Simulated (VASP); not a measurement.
# Pt3Pb (Pm-3m) in VASP: further runs

Runs on Pt3Pb. Level: LDA. Tasks: electric field gradients.

Program: VASP 6.6.1. These are calculated values, not measurements. Logs are shortened: lines on timing, memory, paths and dates and some standing lists are left out, and cuts for length are marked.

## 1. The cell of the first run

Symmetry: Pm-3m, No. 221, cubic system. Conventional cell: a = 4.058 Å, b = 4.058 Å, c = 4.058 Å, α = 90.00°, β = 90.00°, γ = 90.00°. Pt (site symmetry 4/mmm) has 8 Pt at 2.87 Å and 4 Pb at 2.87 Å within 3.8 Å. Within 3.8 Å of Pb (site symmetry m-3m) lie 12 Pt at 2.87 Å.

## 2. Electric field gradients, LDA

Input file INCAR:

```
SYSTEM = Pt3Pb
ALGO = Normal
EDIFF = 1E-8
ENCUT = 520
GGA = CA
ISIF = 2
ISMEAR = -1
LASPH = .True.
LCHARG = .False.
LEFG = .True.
LREAL = .False.
LWAVE = .False.
NBANDS = 30
NELM = 60
PREC = Accurate
SIGMA = 0.03
```

Input file KPOINTS:

```
k-points
0
Gamma
  9 9 9
  0 0 0
```

Input file POSCAR:

```
Pt3Pb
1.0
    4.0580000000      0.0000000000      0.0000000000
    0.0000000000      4.0580000000      0.0000000000
    0.0000000000      0.0000000000      4.0580000000
Pt Pb
3 1
Direct
    0.0000000000      0.5000000000      0.5000000000
    0.5000000000      0.0000000000      0.5000000000
    0.5000000000      0.5000000000      0.0000000000
    0.0000000000      0.0000000000      0.0000000000
```

Potentials or basis: VASP PAW LDA potentials, release 64 (Pt, Pb_d).

The run is started by

```
$ cat potpaw_LDA.64/Pt/POTCAR potpaw_LDA.64/Pb_d/POTCAR > POTCAR
$ mpirun -np 1 vasp_std > vasp.out
```

OUTCAR:

```text
SYSTEM = Pt3Pb
   EDIFF = 1E-8
   ENCUT = 520
   GGA = CA
   ISIF = 2
   ISMEAR = -1
   LASPH = .True.
   LREAL = .False.
   NELM = 60
   PREC = Accurate

 ion  position               nearest neighbor table
   1  0.000  0.500  0.500-   2 2.87   3 2.87   4 2.87   3 2.87   4 2.87   2 2.87   4 2.87   4 2.87
                             2 2.87   3 2.87   3 2.87   2 2.87
   2  0.500  0.000  0.500-   1 2.87   3 2.87   4 2.87   3 2.87   4 2.87   1 2.87   3 2.87   3 2.87
                             1 2.87   4 2.87   4 2.87   1 2.87
   3  0.500  0.500  0.000-   1 2.87   2 2.87   4 2.87   1 2.87   2 2.87   2 2.87   4 2.87   2 2.87
                             1 2.87   4 2.87   1 2.87   4 2.87
   4  0.000  0.000  0.000-   1 2.87   2 2.87   3 2.87   1 2.87   2 2.87   1 2.87   3 2.87   1 2.87
                             2 2.87   3 2.87   2 2.87   3 2.87

  LATTYP: Found a simple cubic cell.
 ALAT       =     4.0580000000

  Lattice vectors:

 A1 = (   4.0580000000,   0.0000000000,   0.0000000000)
 A2 = (   0.0000000000,   4.0580000000,   0.0000000000)
 A3 = (   0.0000000000,   0.0000000000,   4.0580000000)

Analysis of symmetry for initial positions (statically):
=====================================================================
 Subroutine PRICEL returns:
 Original cell was already a primitive cell.

 Routine SETGRP: Setting up the symmetry group for a
 simple cubic supercell.

 Subroutine GETGRP returns: Found 48 space group operations
 (whereof 48 operations were pure point group operations)
 out of a pool of 48 trial point group operations.

The static configuration has the point symmetry O_h .

Analysis of symmetry for dynamics (positions and initial velocities):
=====================================================================
 Subroutine PRICEL returns:
 Original cell was already a primitive cell.

 Routine SETGRP: Setting up the symmetry group for a
 simple cubic supercell.

 Subroutine GETGRP returns: Found 48 space group operations
 (whereof 48 operations were pure point group operations)
 out of a pool of 48 trial point group operations.

The dynamic configuration has the point symmetry O_h .

 Subroutine INISYM returns: Found 48 space group operations
 (whereof 48 operations are pure point group operations),
 and found     1 'primitive' translations

----------------------------------------------------------------------------------------

                                     Primitive cell

  volume of cell :      66.8246

  direct lattice vectors                    reciprocal lattice vectors
     4.058000000  0.000000000  0.000000000     0.246426811  0.000000000  0.000000000
     0.000000000  4.058000000  0.000000000     0.000000000  0.246426811  0.000000000
     0.000000000  0.000000000  4.058000000     0.000000000  0.000000000  0.246426811

  length of vectors
     4.058000000  4.058000000  4.058000000     0.246426811  0.246426811  0.246426811

  position of ions in fractional coordinates (direct lattice)
     0.000000000  0.500000000  0.500000000
     0.500000000  0.000000000  0.500000000
     0.500000000  0.500000000  0.000000000
     0.000000000  0.000000000  0.000000000

  ion indices of the primitive-cell ions
   primitive index   ion index
                 1           1
                 2           2
                 3           3
                 4           4

----------------------------------------------------------------------------------------

 KPOINTS: k-points

Automatic generation of k-mesh.
 Grid dimensions read from file:
 generate k-points for:    9    9    9

 Generating k-lattice:

  Cartesian coordinates                     Fractional coordinates (reciprocal lattice)
     0.027380757  0.000000000  0.000000000     0.111111111  0.000000000  0.000000000
[... 40 lines left out ...]
 [... further k-points ...]
   k-points           NKPTS =     35   k-points in BZ     NKDIM =     35   number of bands    NBANDS=     30
   number of dos      NEDOS =    301   number of ions     NIONS =      4
   total plane-waves  NPLWV =  27000
   dimension x,y,z NGX =    30 NGY =   30 NGZ =   30
   dimension x,y,z NGXF=    60 NGYF=   60 NGZF=   60
   ions per type =               3   1
   NGX,Y,Z   is equivalent  to a cutoff of  12.29, 12.29, 12.29 a.u.
   NGXF,Y,Z  is equivalent  to a cutoff of  24.58, 24.58, 24.58 a.u.
 SYSTEM =  Pt3Pb
   PREC   = accura    normal or accurate (medium, high low for compatibility)
   ISTART =      0    job   : 0-new  1-cont  2-samecut
   ICHARG =      2    charge: 1-file 2-atom 10-const
   ISPIN  =      1    spin polarized calculation?
   LNONCOLLINEAR =      F non collinear calculations
   LSORBIT =      F    spin-orbit coupling
   LASPH  =      T    aspherical Exc in radial PAW
   ENCUT  =  520.0 eV  38.22 Ry    6.18 a.u.   7.55  7.55  7.55*2*pi/ulx,y,z
   NELM   =     60;   NELMIN=  2; NELMDL= -5     # of ELM steps
   EDIFF  = 0.1E-07   stopping-criterion for ELM
   LREAL  =      F    real-space projection
   EDIFFG = 0.1E-06   stopping-criterion for IOM
   NSW    =      0    number of steps for IOM
   IBRION =     -1    ionic relax: 0-MD 1-quasi-New 2-CG
   NFREE  =      0    steps in history (QN), initial steepest desc. (CG)
   ISIF   =      2    stress and relaxation
   ISYM   =      2    0-nonsym 1-usesym 2-fastsym
   POTIM  = 0.5000    time-step for ionic-motion
   TEBEG  =    0.0;   TEEND  =   0.0 temperature during run
   PSTRESS=    0.0 pullay stress
   NELECT =      44.0000    total number of electrons
   NUPDOWN=      -1.0000    fix difference up-down
   EMIN   =  10.00;   EMAX   =-10.00  energy-range for DOS
   EFERMI =   0.00;   METHOD = LEGACY
   ISMEAR =    -1;   SIGMA  =   0.03  broadening in eV -4-tet -1-fermi 0-gaus
   EFERMI_NEDOS =   21; number of points for ismear=-14 and -15
   IALGO  =     38    algorithm
   IMIX   =      4    mixing-type and parameters
     AMIX     =   0.40;   BMIX     =  1.00
     AMIX_MAG =   1.60;   BMIX_MAG =  1.00
  volume/ion in A,a.u.               =      16.71       112.74
  Fermi-wavevector in a.u.,A,eV,Ry     =   1.424231  2.691406 27.598508  2.028433
  Thomas-Fermi vector in A             =   2.544744
   LORBIT       =      0    0 simple, 1 ext, 2 COOP (PROOUT), +10 PAW based schemes
   GGA     = CA    functional components
   LHFCALC =     F    Hartree Fock is set to
   AEXX    =    0.0000 exact exchange contribution
   IVDW    =     0    specifies the selected vdW correction
   LEPSILON=     F    determine dielectric tensor
   LRPA    =     F    only Hartree local field effects (RPA)
 non-spin polarized calculation
  energy-cutoff  :      520.00
  volume of cell :       66.82
 maximum number of plane-waves:      1819
 NGX is ok and might be reduce to    30
   NGX = 15   NGY = 15   NGZ = 15

 number of electron      43.9999997 magnetization

 Free energy of the ion-electron system (eV)
  ---------------------------------------------------
  ext. energy  EPLUGINS =         0.00000000
  ---------------------------------------------------
  free energy    TOTEN  =       -27.12973877 eV

  energy without entropy =      -27.12716260  energy(sigma->0) =      -27.12845068

 E-fermi :  11.2100     XC(G=0): -13.2164

 val. band max:       11.1321490627   @ k =   0.1111   0.1111   0.0000
 cond. band min:      11.2284033819   @ k =   0.4444   0.4444   0.3333
 fundamental gap:      0.0962543191
 Fermi energy:        11.2100139338

 k-point     1 :       0.0000    0.0000    0.0000
  band No.  band energies     occupation
      1      -6.1402      2.00000
      2      -6.1402      2.00000
      3      -6.0853      2.00000
      4      -6.0853      2.00000
      5      -6.0853      2.00000
      6      -1.2595      2.00000
[... 781 lines left out ...]
     29      20.3628      0.00000
     30      20.9738      0.00000

 [... further k-points ...]
[... 5 lines left out ...]
  --------------------------------------------------------------------------------------
  -------------------------------------------------------------------------------------
  Total       -0.9388575     -0.9388575     -0.9388575     -0.0000000     -0.0000000     -0.0000000
  in kB      -22.5099287    -22.5099287    -22.5099287     -0.0000000     -0.0000000     -0.0000000
  external PRESSURE =     -22.5099287 kB  Pullay stress =       0.0000000 kB

 VOLUME and BASIS-vectors are now :
 -----------------------------------------------------------------------------
  energy-cutoff  :      520.00
  volume of cell :       66.82
      direct lattice vectors                 reciprocal lattice vectors
     4.058000000  0.000000000  0.000000000     0.246426811  0.000000000  0.000000000
     0.000000000  4.058000000  0.000000000     0.000000000  0.246426811  0.000000000
     0.000000000  0.000000000  4.058000000     0.000000000  0.000000000  0.246426811

 POSITION                                       TOTAL-FORCE (eV/Angst)
 -----------------------------------------------------------------------------------
      0.00000      2.02900      2.02900         0.000000      0.000000      0.000000
      2.02900      0.00000      2.02900         0.000000      0.000000      0.000000
      2.02900      2.02900      0.00000         0.000000      0.000000      0.000000
      0.00000      0.00000      0.00000         0.000000      0.000000      0.000000
 -----------------------------------------------------------------------------------
    total drift:                                0.000000      0.000000     -0.000000

  FREE ENERGIE OF THE ION-ELECTRON SYSTEM (eV)
  ---------------------------------------------------
  free  energy   TOTEN  =       -27.1297387676 eV

  energy  without entropy=      -27.1271626006  energy(sigma->0) =      -27.12845068

 Electric field gradients (V/A^2)
---------------------------------------------------------------------
 ion       V_xx      V_yy      V_zz      V_xy      V_xz      V_yz
---------------------------------------------------------------------
   1    -147.331    73.666    73.666     0.000     0.000     0.000
   2      73.666  -147.331    73.666     0.000     0.000     0.000
   3      73.666    73.666  -147.331     0.000     0.000     0.000
   4       0.000     0.000     0.000     0.000     0.000    -0.000
---------------------------------------------------------------------

 Electric field gradients after diagonalization (V/A^2)
 (convention: |V_zz| > |V_xx| > |V_yy|)
----------------------------------------------------------------------
 ion       V_xx      V_yy      V_zz     asymmetry (V_yy - V_xx)/ V_zz
----------------------------------------------------------------------
   1      73.666    73.666  -147.331       0.000
   2      73.666    73.666  -147.331       0.000
   3      73.666    73.666  -147.331       0.000
   4       0.000     0.000     0.000      -0.034
----------------------------------------------------------------------

           NMR quadrupolar parameters

 Cq : quadrupolar parameter    Cq=e*Q*V_zz/h
 eta: asymmetry parameters     (V_yy - V_xx)/ V_zz
 Q  : nuclear electric quadrupole moment in mb (millibarn)
----------------------------------------------------------------------
 ion       Cq(MHz)       eta       Q (mb)
----------------------------------------------------------------------
   1      -0.356       0.000       1.000
   2      -0.356       0.000       1.000
   3      -0.356       0.000       1.000
   4       0.000      -0.034       1.000
----------------------------------------------------------------------
```

Wall time 42 s (1 thread of AMD EPYC 7R13 (Zen 3), shared host); peak memory 0.16 GiB.

What came out:

```yaml
Free_energy: -27.1297 eV
Pressure: -2.3 GPa
Band_gap_on_the_k_mesh: zero (bands 22 and 23 overlap by 0.37 eV)
Largest_electric_field_gradient_by_atom: Pt -147.3; Pb +0.0 V/Å²
```

Electric field gradients, principal values (V/Å²):
```
atom   least  middle  greatest (by size)
1 Pt  73.666  73.666            -147.331
2 Pt  73.666  73.666            -147.331
3 Pt  73.666  73.666            -147.331
4 Pb   0.000   0.000               0.000
```

Caveat: without QUAD_EFG the Cq values of the log hold for a quadrupole moment of 1 mb, not for the nuclei; spin-orbit coupling is left out, which moves the levels of the heavy elements.

## 3. Electric field gradients, LDA

Input file INCAR:

```
PREC = Accurate
ENCUT = 520
EDIFF = 1E-8
ISMEAR = -1
SIGMA = 0.03
LREAL = False
LASPH = True
NELM = 80
ALGO = Normal
ISIF = 2
LWAVE = False
LCHARG = False
LEFG = True
NBANDS = 30
```

Input file KPOINTS:

```
Automatic mesh
0
Gamma
  9 9 9
```

POSCAR is that of step 2.

Potentials or basis: VASP PAW LDA potentials, release 64 (Pt, Pb_d).

The run is started by

```
$ cat potpaw_LDA.64/Pt/POTCAR potpaw_LDA.64/Pb_d/POTCAR > POTCAR
$ mpirun -np 1 vasp_std > vasp.out
```

OUTCAR:

```text
PREC = Accurate
   ENCUT = 520
   EDIFF = 1E-8
   ISMEAR = -1
   LREAL = False
   LASPH = True
   NELM = 80
   ISIF = 2

 ion  position               nearest neighbor table
   1  0.000  0.500  0.500-   2 2.87   3 2.87   4 2.87   3 2.87   4 2.87   2 2.87   4 2.87   4 2.87
                             2 2.87   3 2.87   3 2.87   2 2.87
   2  0.500  0.000  0.500-   1 2.87   3 2.87   4 2.87   3 2.87   4 2.87   1 2.87   3 2.87   3 2.87
                             1 2.87   4 2.87   4 2.87   1 2.87
   3  0.500  0.500  0.000-   1 2.87   2 2.87   4 2.87   1 2.87   2 2.87   2 2.87   4 2.87   2 2.87
                             1 2.87   4 2.87   1 2.87   4 2.87
   4  0.000  0.000  0.000-   1 2.87   2 2.87   3 2.87   1 2.87   2 2.87   1 2.87   3 2.87   1 2.87
                             2 2.87   3 2.87   2 2.87   3 2.87

  LATTYP: Found a simple cubic cell.
 ALAT       =     4.0580000000

  Lattice vectors:

 A1 = (   4.0580000000,   0.0000000000,   0.0000000000)
 A2 = (   0.0000000000,   4.0580000000,   0.0000000000)
 A3 = (   0.0000000000,   0.0000000000,   4.0580000000)

Analysis of symmetry for initial positions (statically):
=====================================================================
 Subroutine PRICEL returns:
[... 1000 lines left out ...]
      0.00000      0.00000      0.00000         0.000000      0.000000      0.000000
 -----------------------------------------------------------------------------------
    total drift:                                0.000000      0.000000     -0.000000

  FREE ENERGIE OF THE ION-ELECTRON SYSTEM (eV)
  ---------------------------------------------------
  free  energy   TOTEN  =       -27.1297387676 eV

  energy  without entropy=      -27.1271626006  energy(sigma->0) =      -27.12845068

 Electric field gradients (V/A^2)
---------------------------------------------------------------------
 ion       V_xx      V_yy      V_zz      V_xy      V_xz      V_yz
---------------------------------------------------------------------
   1    -147.331    73.666    73.666     0.000     0.000     0.000
   2      73.666  -147.331    73.666     0.000     0.000     0.000
   3      73.666    73.666  -147.331     0.000     0.000     0.000
   4       0.000     0.000     0.000     0.000     0.000    -0.000
---------------------------------------------------------------------

 Electric field gradients after diagonalization (V/A^2)
 (convention: |V_zz| > |V_xx| > |V_yy|)
----------------------------------------------------------------------
 ion       V_xx      V_yy      V_zz     asymmetry (V_yy - V_xx)/ V_zz
----------------------------------------------------------------------
   1      73.666    73.666  -147.331       0.000
   2      73.666    73.666  -147.331       0.000
   3      73.666    73.666  -147.331       0.000
   4       0.000     0.000     0.000      -0.034
----------------------------------------------------------------------

           NMR quadrupolar parameters

 Cq : quadrupolar parameter    Cq=e*Q*V_zz/h
 eta: asymmetry parameters     (V_yy - V_xx)/ V_zz
 Q  : nuclear electric quadrupole moment in mb (millibarn)
----------------------------------------------------------------------
 ion       Cq(MHz)       eta       Q (mb)
----------------------------------------------------------------------
   1      -0.356       0.000       1.000
   2      -0.356       0.000       1.000
   3      -0.356       0.000       1.000
   4       0.000      -0.034       1.000
----------------------------------------------------------------------
```

OSZICAR:

```text
N       E                     dE             d eps       ncg     rms          rms(c)
DAV:   1     0.409008947197E+03    0.40901E+03   -0.21456E+04  2116   0.166E+03
DAV:   2     0.380818656466E+01   -0.40520E+03   -0.38154E+03  2268   0.431E+02
DAV:   3    -0.271071323736E+02   -0.30915E+02   -0.29689E+02  2394   0.121E+02
DAV:   4    -0.280023598942E+02   -0.89523E+00   -0.88808E+00  2448   0.193E+01
DAV:   5    -0.280358701744E+02   -0.33510E-01   -0.33503E-01  2932   0.412E+00    0.169E+01
DAV:   6    -0.272503952369E+02    0.78547E+00   -0.18450E+00  2346   0.922E+00    0.866E+00
DAV:   7    -0.271426461375E+02    0.10775E+00   -0.14129E-01  2922   0.428E+00    0.344E+00
DAV:   8    -0.271310270846E+02    0.11619E-01   -0.20386E-02  2922   0.102E+00    0.319E-01
DAV:   9    -0.271297439825E+02    0.12831E-02   -0.60352E-03  2814   0.967E-01    0.387E-02
DAV:  10    -0.271297403018E+02    0.36807E-05   -0.19576E-04  2938   0.185E-01    0.135E-02
DAV:  11    -0.271297387353E+02    0.15665E-05   -0.82198E-06  3038   0.243E-02    0.340E-03
DAV:  12    -0.271297387694E+02   -0.34098E-07   -0.80061E-07  2514   0.747E-03    0.147E-03
DAV:  13    -0.271297387676E+02    0.18281E-08   -0.28275E-08  1980   0.184E-03
   1 F= -.27129739E+02 E0= -.27128451E+02  d E =-.257617E-02
```

stdout:

```text
POSCAR found type information on POSCAR PtPb
 POSCAR found :  2 types and       4 ions
 scaLAPACK will be used
 LDA part: xc-table for (Slater(with rela. corr.)+CA(PZ))
 , standard interpolation
 POSCAR, INCAR and KPOINTS ok, starting setup
 FFT: planning ... GRIDC
 FFT: planning ... GRID_SOFT
 FFT: planning ... GRID
 WAVECAR not read
 entering main loop
ion   1

ion   2

ion   3

ion   4
```

Wall time 44 s (1 thread of AMD EPYC 7R13 (Zen 3), shared host); peak memory 0.16 GiB.

Results:

| Property | Result |
| --- | --- |
| Free energy | -27.1297 eV |
| Pressure | -2.3 GPa |
| Band gap on the k mesh | zero (bands 22 and 23 overlap by 0.37 eV) |
| Largest electric field gradient by atom | Pt -147.3; Pb +0.0 V/Å² |

Levels at points of the mesh, in eV from the Fermi level:
| k point | band 20 | band 21 | band 22 | band 23 | band 24 | band 25 |
| --- | --- | --- | --- | --- | --- | --- |
| (0.00, 0.00, 0.00) | -1.04 | -0.43 | 0.08 | 0.08 | 0.08 | 1.54 |

Electric field gradients, principal values (V/Å²):
| atom | least | middle | greatest (by size) |
| --- | --- | --- | --- |
| 1 Pt | 73.666 | 73.666 | -147.331 |
| 2 Pt | 73.666 | 73.666 | -147.331 |
| 3 Pt | 73.666 | 73.666 | -147.331 |
| 4 Pb | 0.000 | 0.000 | 0.000 |

Caveat: without QUAD_EFG the Cq values of the log hold for a quadrupole moment of 1 mb, not for the nuclei; spin-orbit coupling is left out, which moves the levels of the heavy elements.

The gap in the log of VASP goes by the Fermi energy; the results here count the filled bands.